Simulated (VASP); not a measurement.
# InAs (I4mm) in VASP: a series of runs

InAs is run at these levels: LDA; tasks: single point.

All numbers are computed with VASP 6.6.1; they aren't measurements. Logs are shortened: lines on timing, memory, paths and dates and some standing lists are left out, and cuts for length are marked.

### 1 The cell of the first run

The structure is tetragonal, space group I4mm (No. 107). Conventional cell: a = 3.961 Å, b = 3.961 Å, c = 5.602 Å, α = 90.00°, β = 90.00°, γ = 90.00°. In (site symmetry 4mm) has 6 As at 2.64 to 2.96 Å within 3.5 Å. As (site symmetry 4mm) has 6 In at 2.64 to 2.96 Å within 3.5 Å.

### 2 Single point, LDA (mode 4 frozen in at -0.096 Å and mode 5 at +0.000 Å (largest displacements))

The input, INCAR:

```
ALGO = Normal ; EDIFF = 1E-6
ENCUT = 500 ; GGA = CA
GGA_COMPAT = False ; ISIF = 2
ISMEAR = 0 ; LASPH = True
LCHARG = False ; LREAL = False
LWAVE = False ; NBANDS = 16
NELM = 120 ; PREC = Accurate
SIGMA = 0.15
```

The input, KPOINTS:

```
k-points
0
Gamma
  14 14 14
```

The input, POSCAR:

```
InAs
1.0
    0.0000000000      2.8010896874      2.8010896874
    2.8010896874      0.0000000000      2.8010896874
    2.8010896874      2.8010896874      0.0000000000
In As
1 1
Direct
    0.4888182119      0.5111817881      0.5111817881
    0.0171361882     -0.0171361882     -0.0171361882
```

Potentials or basis: VASP PAW LDA potentials, release 64 (In_d, As).

Started as:

```bash
cat potpaw_LDA.64/In_d/POTCAR potpaw_LDA.64/As/POTCAR > POTCAR
mpirun -np 1 vasp_std > vasp.out
```

OUTCAR:

```text
EDIFF = 1E-6
   ENCUT = 500
   GGA = CA
   ISIF = 2
   ISMEAR = 0
   LASPH = True
   LREAL = False
   NELM = 120
   PREC = Accurate

 ion  position               nearest neighbor table
   1  0.489  0.511  0.511-   2 2.64   2 2.81   2 2.81   2 2.81   2 2.81   2 2.96
   2  0.017  0.983  0.983-   1 2.64   1 2.81   1 2.81   1 2.81   1 2.81   1 2.96

  LATTYP: Found a face centered cubic cell.
 ALAT       =     5.6021793748

  Lattice vectors:

 A1 = (   0.0000000000,   2.8010896874,   2.8010896874)
 A2 = (   2.8010896874,   0.0000000000,   2.8010896874)
 A3 = (   2.8010896874,   2.8010896874,   0.0000000000)

Analysis of symmetry for initial positions (statically):
=====================================================================
 Subroutine PRICEL returns:
 Original cell was already a primitive cell.

 Routine SETGRP: Setting up the symmetry group for a
 face centered cubic supercell.

 Subroutine GETGRP returns: Found  8 space group operations
 (whereof  8 operations were pure point group operations)
 out of a pool of 48 trial point group operations.

The static configuration has the point symmetry C_4v.

Analysis of symmetry for dynamics (positions and initial velocities):
=====================================================================
 Subroutine PRICEL returns:
 Original cell was already a primitive cell.

 Routine SETGRP: Setting up the symmetry group for a
 face centered cubic supercell.

 Subroutine GETGRP returns: Found  8 space group operations
 (whereof  8 operations were pure point group operations)
 out of a pool of 48 trial point group operations.

The dynamic configuration has the point symmetry C_4v.

 Subroutine INISYM returns: Found  8 space group operations
 (whereof  8 operations are pure point group operations),
 and found     1 'primitive' translations

----------------------------------------------------------------------------------------

                                     Primitive cell

  volume of cell :      43.9553

  direct lattice vectors                    reciprocal lattice vectors
     0.000000000  2.801089687  2.801089687    -0.178501960  0.178501960  0.178501960
     2.801089687  0.000000000  2.801089687     0.178501960 -0.178501960  0.178501960
     2.801089687  2.801089687  0.000000000     0.178501960  0.178501960 -0.178501960

  length of vectors
     3.961339025  3.961339025  3.961339025     0.309174464  0.309174464  0.309174464

  position of ions in fractional coordinates (direct lattice)
     0.488818212  0.511181788  0.511181788
     0.017136188  0.982863812  0.982863812

[... 78 lines left out ...]
   EDIFFG = 0.1E-04   stopping-criterion for IOM
   NSW    =      0    number of steps for IOM
   IBRION =     -1    ionic relax: 0-MD 1-quasi-New 2-CG
   NFREE  =      0    steps in history (QN), initial steepest desc. (CG)
   ISIF   =      2    stress and relaxation
   ISYM   =      2    0-nonsym 1-usesym 2-fastsym
   POTIM  = 0.5000    time-step for ionic-motion
   TEBEG  =    0.0;   TEEND  =   0.0 temperature during run
   PSTRESS=    0.0 pullay stress
   NELECT =      18.0000    total number of electrons
   NUPDOWN=      -1.0000    fix difference up-down
   EMIN   =  10.00;   EMAX   =-10.00  energy-range for DOS
   EFERMI =   0.00;   METHOD = LEGACY
   ISMEAR =     0;   SIGMA  =   0.15  broadening in eV -4-tet -1-fermi 0-gaus
   EFERMI_NEDOS =   21; number of points for ismear=-14 and -15
   IALGO  =     38    algorithm
   IMIX   =      4    mixing-type and parameters
     AMIX     =   0.40;   BMIX     =  1.00
     AMIX_MAG =   1.60;   BMIX_MAG =  1.00
  volume/ion in A,a.u.               =      21.98       148.31
  Fermi-wavevector in a.u.,A,eV,Ry     =   1.215706  2.297352 20.108618  1.477942
  Thomas-Fermi vector in A             =   2.351084
   LORBIT       =      0    0 simple, 1 ext, 2 COOP (PROOUT), +10 PAW based schemes
   GGA     = CA    functional components
   LHFCALC =     F    Hartree Fock is set to
   AEXX    =    0.0000 exact exchange contribution
   IVDW    =     0    specifies the selected vdW correction
   LEPSILON=     F    determine dielectric tensor
   LRPA    =     F    only Hartree local field effects (RPA)
 non-spin polarized calculation
 Gauss-broadening in eV      SIGMA  =   0.15
  energy-cutoff  :      500.00
  volume of cell :       43.96
 maximum number of plane-waves:      1139
 NGX is ok and might be reduce to    30
   NGX = 15   NGY = 15   NGZ = 15

 number of electron      18.0000003 magnetization

 Free energy of the ion-electron system (eV)
  ---------------------------------------------------
  ext. energy  EPLUGINS =         0.00000000
  ---------------------------------------------------
  free energy    TOTEN  =        -8.73289057 eV

  energy without entropy =       -8.72089865  energy(sigma->0) =       -8.72689461

 E-fermi :   6.6541     XC(G=0): -10.6978

 val. band max:        6.6429889856   @ k =   0.0714   0.3571   0.1429
 cond. band min:       6.6581241255   @ k =   0.0000  -0.0714   0.0714
 fundamental gap:      0.0151351399
 Fermi energy:         6.6541064908

 k-point     1 :       0.0000    0.0000    0.0000
  band No.  band energies     occupation
      1      -7.6977      2.00000
      2      -7.6769      2.00000
      3      -7.6578      2.00000
      4      -7.6578      2.00000
      5      -7.6507      2.00000
      6      -6.0086      2.00000
[... 433 lines left out ...]
      3      -7.6656      2.00000
      4      -7.5859      2.00000
      5      -7.5850      2.00000
      6      -4.0865      2.00000
[... 8 lines left out ...]
     15      17.9306      0.00000
     16      19.2102      0.00000

 [... further k-points ...]

------------------------ aborting loop because EDIFF is reached ----------------------------------------

  FORCE on cell =-STRESS in cart. coord.  units (eV):
  Direction    XX          YY          ZZ          XY          YZ          ZX
  --------------------------------------------------------------------------------------
  -------------------------------------------------------------------------------------
  Total        0.8435214     -0.0339454     -0.0339454      0.0000000      0.0000000      0.0000000
  in kB       30.7464969     -1.2373172     -1.2373172      0.0000000      0.0000000      0.0000000
  external PRESSURE =       9.4239542 kB  Pullay stress =       0.0000000 kB

 VOLUME and BASIS-vectors are now :
 -----------------------------------------------------------------------------
  energy-cutoff  :      500.00
  volume of cell :       43.96
      direct lattice vectors                 reciprocal lattice vectors
     0.000000000  2.801089687  2.801089687    -0.178501960  0.178501960  0.178501960
     2.801089687  0.000000000  2.801089687     0.178501960 -0.178501960  0.178501960
     2.801089687  2.801089687  0.000000000     0.178501960  0.178501960 -0.178501960

 POSITION                                       TOTAL-FORCE (eV/Angst)
 -----------------------------------------------------------------------------------
      2.86373      2.80109      2.80109        -0.497298      0.000000      0.000000
      5.50618      2.80109      2.80109         0.497298      0.000000      0.000000
 -----------------------------------------------------------------------------------
    total drift:                               -0.000706     -0.000000     -0.000000

  FREE ENERGIE OF THE ION-ELECTRON SYSTEM (eV)
  ---------------------------------------------------
  free  energy   TOTEN  =        -8.7328905678 eV

  energy  without entropy=       -8.7208986499  energy(sigma->0) =       -8.72689461
```

Wall time 2.4 min (1 thread of Intel Xeon Platinum 8488C (Sapphire Rapids), shared host); peak memory 0.28 GiB.

Results:

- Free energy: -8.7329 eV
- Pressure: 0.9 GPa
- Largest force: 0.497 eV/Å
- Band gap on the k mesh: zero (band 9 reaches 7.12 eV, above the bottom of band 10 at 4.20 eV)

Forces in eV/Å, atoms in the order of the input:
```
In  -0.497  0.000  0.000
As   0.497  0.000  0.000
```

Levels at points of the mesh, in eV from the Fermi level:
| k point | band 6 | band 7 | band 8 | band 9 | band 10 | band 11 | band 12 | band 13 |
| --- | --- | --- | --- | --- | --- | --- | --- | --- |
| (0.00, 0.00, 0.00) | -12.66 | -0.23 | -0.19 | -0.18 | -0.18 | 6.97 | 6.97 | 7.33 |
| (0.50, 0.00, 0.00) | -10.72 | -6.94 | 0.17 | 0.25 | 2.19 | 3.30 | 3.40 | 4.89 |
| (0.50, 0.50, 0.00) | -9.63 | -5.15 | -3.02 | -2.41 | -2.36 | 3.73 | 9.81 | 9.88 |
| (0.00, 0.50, 0.50) | -9.60 | -5.29 | -2.81 | -2.45 | -2.45 | 3.82 | 9.78 | 9.78 |

Caveat: the cell differs from its parent crystal (mode 4 frozen in at -0.096 Å and mode 5 at +0.000 Å (largest displacements)); spin-orbit coupling is left out, which moves the levels of the heavy elements.

### 3 Single point, LDA (mode 4 frozen in at -0.288 Å and mode 5 at +0.000 Å (largest displacements))

The input, INCAR:

```
SYSTEM = InAs
ALGO     = Normal         ! electronic algorithm
EDIFF    = 1E-6           ! SCF threshold, eV
ENCUT    = 500            ! plane-wave cutoff, eV
GGA      = CA             ! functional
GGA_COMPAT= .FALSE.      
ISIF     = 2              ! what is computed and relaxed
ISMEAR   = 0              ! smearing method
LASPH    = .TRUE.         ! aspherical terms in the spheres
LCHARG   = .TRUE.         ! write CHGCAR
LELF     = .TRUE.         ! ELF
LREAL    = .FALSE.        ! projectors in reciprocal space
LVHAR    = .TRUE.       
LWAVE    = .FALSE.        ! write WAVECAR
NBANDS   = 16             ! bands
NELM     = 120            ! most SCF steps
PREC     = Accurate       ! precision mode
SIGMA    = 0.15           ! smearing width, eV
```

The input, KPOINTS:

```
k-points
0
G
  14 14 14
  0 0 0
```

The input, POSCAR:

```
InAs
1.0
    0.0000000000      2.8010896874      2.8010896874
    2.8010896874      0.0000000000      2.8010896874
    2.8010896874      2.8010896874      0.0000000000
In As
1 1
Direct
    0.4664546356      0.5335453644      0.5335453644
    0.0514085645     -0.0514085645     -0.0514085645
```

Potentials or basis: VASP PAW LDA potentials, release 64 (In_d, As).

Started as:

```bash
cat potpaw_LDA.64/In_d/POTCAR potpaw_LDA.64/As/POTCAR > POTCAR
mpirun -np 1 vasp_std > vasp.out
```

OUTCAR:

```text
SYSTEM = InAs
   EDIFF = 1E-6
   ENCUT = 500
   GGA = CA
   ISIF = 2
   ISMEAR = 0
   LASPH = .TRUE.
   LREAL = .FALSE.
   NELM = 120
   PREC = Accurate

 ion  position               nearest neighbor table
   1  0.466  0.534  0.534-   2 2.33   2 2.84   2 2.84   2 2.84   2 2.84   2 3.28
   2  0.051  0.949  0.949-   1 2.33   1 2.84   1 2.84   1 2.84   1 2.84   1 3.28

  LATTYP: Found a face centered cubic cell.
 ALAT       =     5.6021793748

  Lattice vectors:

 A1 = (   0.0000000000,   2.8010896874,   2.8010896874)
 A2 = (   2.8010896874,   0.0000000000,   2.8010896874)
 A3 = (   2.8010896874,   2.8010896874,   0.0000000000)

Analysis of symmetry for initial positions (statically):
=====================================================================
 Subroutine PRICEL returns:
 Original cell was already a primitive cell.

 Routine SETGRP: Setting up the symmetry group for a
 face centered cubic supercell.

 Subroutine GETGRP returns: Found  8 space group operations
 (whereof  8 operations were pure point group operations)
 out of a pool of 48 trial point group operations.

[... 162 lines left out ...]

 E-fermi :   6.5966     XC(G=0): -10.6622

 val. band max:        6.5943197504   @ k =  -0.2857   0.1429   0.0000
 cond. band min:       6.5993645398   @ k =   0.0000   0.4286   0.2857
 fundamental gap:      0.0050447893
 Fermi energy:         6.5965794309

 k-point     1 :       0.0000    0.0000    0.0000
  band No.  band energies     occupation
      1      -8.0472      2.00000
      2      -7.8184      2.00000
      3      -7.8184      2.00000
      4      -7.7491      2.00000
      5      -7.7338      2.00000
      6      -6.0767      2.00000
[... 433 lines left out ...]
      3      -7.8068      2.00000
      4      -7.7137      2.00000
      5      -7.6901      2.00000
      6      -4.1370      2.00000
[... 8 lines left out ...]
     15      17.9613      0.00000
     16      19.1898      0.00000

 [... further k-points ...]

------------------------ aborting loop because EDIFF is reached ----------------------------------------

  FORCE on cell =-STRESS in cart. coord.  units (eV):
  Direction    XX          YY          ZZ          XY          YZ          ZX
  --------------------------------------------------------------------------------------
  -------------------------------------------------------------------------------------
  Total        7.7647706     -0.6925609     -0.6925609      0.0000000     -0.0000000      0.0000000
  in kB      283.0271981    -25.2439599    -25.2439599      0.0000000     -0.0000000      0.0000000
  external PRESSURE =      77.5130928 kB  Pullay stress =       0.0000000 kB

 VOLUME and BASIS-vectors are now :
 -----------------------------------------------------------------------------
  energy-cutoff  :      500.00
  volume of cell :       43.96
      direct lattice vectors                 reciprocal lattice vectors
     0.000000000  2.801089687  2.801089687    -0.178501960  0.178501960  0.178501960
     2.801089687  0.000000000  2.801089687     0.178501960 -0.178501960  0.178501960
     2.801089687  2.801089687  0.000000000     0.178501960  0.178501960 -0.178501960

 POSITION                                       TOTAL-FORCE (eV/Angst)
 -----------------------------------------------------------------------------------
      2.98902      2.80109      2.80109        -3.243356      0.000000      0.000000
      5.31418      2.80109      2.80109         3.243356      0.000000      0.000000
 -----------------------------------------------------------------------------------
    total drift:                               -0.000597      0.000000      0.000000

  FREE ENERGIE OF THE ION-ELECTRON SYSTEM (eV)
  ---------------------------------------------------
  free  energy   TOTEN  =        -8.2367519133 eV

  energy  without entropy=       -8.2244262288  energy(sigma->0) =       -8.23058907
```

stdout:

```text
POSCAR found type information on POSCAR InAs
 POSCAR found :  2 types and       2 ions
 scaLAPACK will be used
 LDA part: xc-table for (Slater(with rela. corr.)+CA(PZ))
 , standard interpolation
 POSCAR, INCAR and KPOINTS ok, starting setup
 FFT: planning ... GRIDC
 FFT: planning ... GRID_SOFT
 FFT: planning ... GRID
 WAVECAR not read
 entering main loop
```

Run time: 3.2 min. Hardware: 1 thread of Intel Xeon Platinum 8488C (Sapphire Rapids), shared host; peak memory 0.28 GiB.

Results:

```yaml
Free_energy: -8.2368 eV
Pressure: 7.8 GPa
Largest_force: 3.243 eV/Å
Band_gap_on_the_k_mesh: zero (band 9 reaches 7.13 eV, above the bottom of band 10 at 4.62 eV)
```

Forces on the atoms (eV/Å):
```
In  -3.243  0.000  0.000
As   3.243  0.000  0.000
```

Stress tensor (GPa, compression positive):
```
28.30  0.00  0.00
 0.00 -2.52  0.00
 0.00  0.00 -2.52
```

Caveat: the cell differs from its parent crystal (mode 4 frozen in at -0.288 Å and mode 5 at +0.000 Å (largest displacements)); spin-orbit coupling is left out, which moves the levels of the heavy elements; forces of over 1 eV/Å act on the atoms, so gaps and moduli don't describe the material at rest.

(Part 1 of 2 ends here.)
